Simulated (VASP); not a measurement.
Here is a VASP 6.6.1 calculation.

INCAR

```
SYSTEM = SrO
PREC = Accurate
ENCUT = 600
EDIFF = 1E-6
ISMEAR = -1
SIGMA = 0.05
LREAL = .False.
LASPH = .True.
NELM = 80
ALGO = Normal
ISIF = 3
LWAVE = .False.
LCHARG = .False.
GGA = PE
IBRION = 2
NSW = 80
EDIFFG = -0.02
PSTRESS = 50.0
```

KPOINTS

```
Automatic mesh
0
Gamma
  9 9 9
  0 0 0
```

The input POSCAR:

```
SrO
1.0
    0.0000000000      2.5663000000      2.5663000000
    2.5663000000      0.0000000000      2.5663000000
    2.5663000000      2.5663000000      0.0000000000
Sr O
1 1
Direct
    0.5000000000      0.5000000000      0.5000000000
    0.0000000000      0.0000000000      0.0000000000
```

Potentials or basis: VASP PAW PBE potentials, release 64 (Sr_sv, O).

Run with:

```bash
$ cat potpaw_PBE.64/Sr_sv/POTCAR potpaw_PBE.64/O/POTCAR > POTCAR
$ mpirun -np 1 vasp_std > vasp.out
```

Predict the space group after relaxing (to 0.05 Å).

Fm-3m (No. 225).

Predict the relaxed cell.

a = 3.616 Å, b = 3.616 Å, c = 3.616 Å, α = 60.00°, β = 60.00°, γ = 60.00°.

The path:
```csv
step,energy change (eV),largest force (eV/Å),pressure (GPa),volume (Å³)
1,0.0000,0.0000,3.83,33.80
2,0.0178,0.0000,5.71,33.20
3,0.0105,0.0000,5.01,33.42
```

Caveat: the cell is relaxed towards a set pressure, so the enthalpy falls and the energy may rise.
